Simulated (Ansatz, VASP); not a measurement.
Ga2O3: VASP beside Ansatz

```
Ga O
1.0
     2.47493    1.42890    4.43545
    -2.47493    1.42890    4.43545
     0.00000   -2.85781    4.43545
Ga O
4 6
Cartesian
  0.0000 0.0000 11.3871
  0.0000 0.0000 8.5725
  0.0000 0.0000 1.9193
  0.0000 0.0000 4.7339
  0.7494 1.5598 5.5443
  0.9762 -1.4289 5.5443
  -1.7256 -0.1309 5.5443
  -0.7494 -1.5598 7.7620
  1.7256 0.1309 7.7620
  -0.9762 1.4289 7.7620
```

Alike in both runs: functional LDA; k mesh 5 × 5 × 5; no spin polarisation.

Ansatz relaxed the structure, and its values are those at the end. VASP's run is a single point on that final structure, the one shown.

|  | VASP | Ansatz |
| --- | --- | --- |
| version | VASP 6.6.1 | Ansatz 0.2.0 |
| potentials or method | VASP PAW LDA potentials, release 64 (Ga_d, O) | scalar-relativistic, plane waves, PAW |
| plane-wave cutoff (eV) | 520 | 420 |
| occupations | gaussian, width 0.01 eV | fixed |
| valence electrons in the cell | 88 | 88 |

VASP gave:

```
gap on the k mesh at the Fermi level (eV) : 3.07
least direct gap on the mesh (eV)         : 3.33
pressure (GPa)                            : 2.1
rms of the force components (eV/Å)        : 0.013
```

Q: Which values does Ansatz return?

A: gap on the k mesh at the Fermi level (eV): 3.05; least direct gap on the mesh (eV): 3.31; pressure (GPa): 0.0; rms of the force components (eV/Å): 0.000.

LDA's correlation is that of Perdew and Zunger in VASP and of Perdew and Wang (1992) in Ansatz.
